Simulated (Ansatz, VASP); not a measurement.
# CO2 in VASP and in Ansatz

```
C O
1.0
    -1.95895    1.95895    2.96865
     1.95895   -1.95895    2.96865
     1.95895    1.95895   -2.96865
C O
2 4
Direct
  0.75000 0.25000 0.50000
  0.00000 0.00000 0.00000
  0.70777 0.12500 0.08277
  0.04223 0.62500 0.91723
  0.37500 0.29223 0.41723
  0.87500 0.95777 0.58277
```

Alike in both runs: functional PBEsol; k mesh 8 × 8 × 8; occupations gaussian, width 0.02 eV; no spin polarisation.

Ansatz relaxed the structure, and its values are those at the end. VASP's run is a single point on that final structure, the one shown.

|  | VASP | Ansatz |
| --- | --- | --- |
| version | VASP 6.6.1 | Ansatz 0.2.0 |
| potentials or method | VASP PAW PBE potentials, release 64 (C, O), cutoff 520 eV | scalar-relativistic, plane waves, PAW |
| valence electrons in the cell | 32 | 32 |

VASP gave:

```
gap on the k mesh at the Fermi level (eV) : 7.58
least direct gap on the mesh (eV)         : 8.03
pressure (GPa)                            : 1.7
rms of the force components (eV/Å)        : 0.048
```

Task: What did Ansatz give for the same quantities?

Result: gap on the k mesh at the Fermi level (eV): 7.65; least direct gap on the mesh (eV): 8.07; pressure (GPa): 0.0; rms of the force components (eV/Å): 0.001.

VASP's potentials were made for PBE, not for PBEsol. With one functional, cell and mesh, what is left measures potentials, basis and numerics.
